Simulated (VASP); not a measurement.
Here is a VASP 6.6.1 calculation.

Contents of INCAR:

```
  PREC = Accurate
  ENCUT = 520
  EDIFF = 1E-7
  ISMEAR = 0
  SIGMA = 0.1
  LREAL = False
  LASPH = True
  NELM = 80
  ALGO = Normal
  ISIF = 2
  LWAVE = False
  LCHARG = False
  GGA = PE
  IVDW = 12
  NBANDS = 16
```

File KPOINTS:

```
regular mesh
0
Gamma
  12 12 8
```

Contents of POSCAR:

```
Te
1.0
    4.3612963758      0.0000000000      0.0000000000
   -2.1806481879      3.7769934549      0.0000000000
    0.0000000000      0.0000000000      5.9184981101
Te
3
Direct
    0.2833022363      0.0000000000      0.1666666667
    0.0000000000      0.2833022363      0.8333333333
    0.7166977637      0.7166977637      0.5000000000
```

Potentials or basis: VASP PAW PBE potentials, release 64 (Te).

The run is started by

```sh
$ cat potpaw_PBE.64/Te/POTCAR > POTCAR
$ mpirun -np 1 vasp_std > vasp.out
```

Estimate the dispersion energy per atom.

-0.451 eV.

What does it give for the largest force?

0.005 eV/Å.

Estimate the pressure.

-0.3 GPa.

Stress tensor (GPa, compression positive):
```
-0.43  0.00  0.00
 0.00 -0.43  0.00
 0.00  0.00  0.03
```
